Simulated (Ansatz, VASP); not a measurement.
This is a calculation of MnO for Ansatz 0.2.0.

input.yaml

```yaml
crystal:
  lattice:
    - [0.0, 2.1766406568, 2.1766406568]
    - [2.1766406568, 0.0, 2.1766406568]
    - [2.1766406568, 2.1766406568, 0.0]
  atoms:
    - { symbol: Mn, position: [0.0, 0.0, 0.0], spin: 5.0 }
    - { symbol: O, position: [0.5, 0.5, 0.5] }
kpoints:
  mp_grid: { grid: [10, 10, 10] }
scf:
  occupations: { method: fermi_dirac, width: 0.05 }
hamiltonian:
  xc: pbe
  pseudopotentials: { kind: all_electron, lapw: { basis_error: 0.0005 } }
magnetization:
  spin_polarized: true
output:
  forces: true
  stress: true
  eigenvalues: true
```

Potentials or basis: all-electron LAPW, scalar-relativistic.

The run is started by

```bash
$ ansatz run input.yaml --threads 2 --pin off --max-ram 6144MiB --backend cpu --events-out ev --progress --plain --runs-dir out
```

Question: Set up the same calculation for VASP 6.6.1. Potentials there: VASP PAW PBE potentials, release 64 (Mn_pv, O).

Answer: As run (the cutoff follows the program's own potentials):

File INCAR:

```
SYSTEM = MnO
  PREC = Accurate
  ENCUT = 520
  EDIFF = 1E-6
  ISMEAR = -1
  SIGMA = 0.05
  LREAL = .False.
  LASPH = .True.
  NELM = 150
  ALGO = Normal
  ISIF = 2
  LWAVE = .False.
  LCHARG = .False.
  ISPIN = 2
  MAGMOM = 5 0
  LORBIT = 11
  LMAXMIX = 4
  GGA = PE
  NBANDS = 20
```

KPOINTS

```
Automatic mesh
0
Gamma
  10 10 10
  0 0 0
```

Contents of POSCAR:

```
MnO
1.0
    0.0000000000      2.1766406568      2.1766406568
    2.1766406568      0.0000000000      2.1766406568
    2.1766406568      2.1766406568      0.0000000000
Mn O
1 1
Direct
    0.0000000000      0.0000000000      0.0000000000
    0.5000000000      0.5000000000      0.5000000000
```

Potentials or basis: VASP PAW PBE potentials, release 64 (Mn_pv, O).

Run with:

```console
$ cat potpaw_PBE.64/Mn_pv/POTCAR potpaw_PBE.64/O/POTCAR > POTCAR
$ mpirun -np 1 vasp_std > vasp.out
```

Both were run:

|  | VASP | Ansatz | Ansatz less VASP |
| --- | --- | --- | --- |
| gap on the k mesh at the Fermi level (eV) | none | none | - |
| pressure (GPa) | 7.2 | 6.8 | -0.33 |
| net moment per atom (μB) | 2.28 | 2.28 | 0.000 |
| size of the moment on the site where the two differ most (μB) | 4.18 | 4.14 | -0.032 |

Site moments also hang on the region over which each program counts them. A gap of «none» marks a metal or a gap that the smearing closes. Ansatz ran all-electron here, and VASP with PAW potentials.
